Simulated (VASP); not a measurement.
Write the native input for VASP 6.6.1 that does the following.

```yaml
Task: single point
Functional: PBEsol
Potentials_or_basis: VASP PAW PBE potentials, release 64 (Si)
Cutoff: 520 eV
k_mesh: 10 × 10 × 10
Occupations: gaussian, width 0.15 eV
Spin: no spin polarisation
Dipole_correction: no
Further_INCAR_settings: ALGO = Normal; EDIFF = 1e-06; NBANDS = 26
```

The structure of Si lies in POSCAR:

```
Si
1.0
   -3.4788802776      3.4788802776      3.1588232920
    3.4788802776     -3.4788802776      3.1588232920
    3.4788802776      3.4788802776     -3.1588232920
Si
8
Direct
    0.2047947401      0.2047947401      0.2047947401
    0.5000000000      0.0000000000      0.2952052599
    0.2952052599      0.5000000000      0.0000000000
    0.0000000000      0.2952052599      0.5000000000
    0.7952052599      0.7952052599      0.7952052599
    0.5000000000      0.0000000000      0.7047947401
    0.7047947401      0.5000000000      0.0000000000
    0.0000000000      0.7047947401      0.5000000000
```

One way to write it, as run:

INCAR

```
PREC = Accurate
ENCUT = 520
EDIFF = 1E-6
ISMEAR = 0
SIGMA = 0.15
LREAL = F
LASPH = T
NELM = 100
ALGO = Normal
ISIF = 2
LWAVE = F
LCHARG = F
GGA = PS
NBANDS = 26
```

KPOINTS

```
Automatic mesh
0
Gamma
  10 10 10
```

Potentials or basis: VASP PAW PBE potentials, release 64 (Si).

Launch:

```sh
$ cat potpaw_PBE.64/Si/POTCAR > POTCAR
$ mpirun -np 1 vasp_std > vasp.out
```

It gave:

```yaml
Pressure: -5.1 GPa
Largest_force: 0.528 eV/Å
Band_gap_on_the_k_mesh: zero (bands 16 and 17 overlap by 0.28 eV)
```

Caveat: the stress differs along the axes, from -9 to 3 GPa; semilocal functionals underestimate gaps, and a narrow one can read as zero; the PAW data sets were made with another functional, which shifts forces and pressure a little.

Run time: 17 min on 1 thread of Intel Xeon 8259CL, on a shared host, peak memory 0.63 GiB.
